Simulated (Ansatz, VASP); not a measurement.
# ZnS: VASP beside Ansatz

File POSCAR:

```
ZnS
1.0
    0.0000000000      2.6940955531      2.6940955531
    2.6940955531      0.0000000000      2.6940955531
    2.6940955531      2.6940955531      0.0000000000
Zn S
1 1
Direct
    0.2500000000      0.2500000000      0.2500000000
    0.0000000000      0.0000000000      0.0000000000
```

File INCAR.step1:

```
  PREC = Accurate
  ENCUT = 520
  EDIFF = 1E-5
  ISMEAR = 0
  SIGMA = 0.01
  LREAL = F
  LASPH = T
  NELM = 60
  ALGO = Normal
  ISIF = 2
  LWAVE = T
  LCHARG = F
  GGA = PE
  NBANDS = 16
```

INCAR.step2

```
  PREC = Accurate
  ENCUT = 520
  EDIFF = 1E-6
  ISMEAR = 0
  SIGMA = 0.01
  LREAL = F
  LASPH = T
  NELM = 60
  ALGO = Normal
  ISIF = 2
  LWAVE = F
  LCHARG = F
  GGA = PE
  LHFCALC = T
  AEXX = 0.5
  PRECFOCK = Normal
  ISTART = 1
  NBANDS = 16
```

Contents of KPOINTS:

```
Automatic mesh
0
Gamma
  4 4 4
```

Input for Ansatz:

```yaml
crystal:
  lattice:
    - [0.0, 2.6940955531, 2.6940955531]
    - [2.6940955531, 0.0, 2.6940955531]
    - [2.6940955531, 2.6940955531, 0.0]
  atoms:
    - { symbol: Zn, position: [0.25, 0.25, 0.25] }
    - { symbol: S, position: [0.0, 0.0, 0.0] }
kpoints:
  mp_grid: { grid: [4, 4, 4] }
hamiltonian:
  xc: { exchange: pbe, correlation: pbe, exx: { coeff: 0.5 } }
scf:
  occupations: { method: fixed }
  n_extra_bands: 4
output:
  forces: true
  stress: true
  eigenvalues: true
```

Alike in both runs: task single point; functional PBE-based global hybrid; k mesh 4 × 4 × 4; no spin polarisation.

|  | VASP | Ansatz |
| --- | --- | --- |
| version | VASP 6.6.1 | Ansatz 0.2.0 |
| potentials or method | VASP PAW PBE potentials, release 64 (Zn, S) | plane waves |
| plane-wave cutoff (eV) | 520 | 420 |
| occupations | gaussian, width 0.01 eV | fixed |
| valence electrons in the cell | 18 | 18 |

|  | VASP | Ansatz | Ansatz less VASP |
| --- | --- | --- | --- |
| gap on the k mesh at the Fermi level (eV) | 6.15 | 6.10 | -0.048 |
| pressure (GPa) | 0.5 | 0.9 | +0.39 |

VASP's potentials were made for PBE, not for PBE-based global hybrid. Ansatz's warnings: stress exchange threshold loose, stress scf threshold loose.

The k mesh is coarse, so the values compare programs but aren't converged.
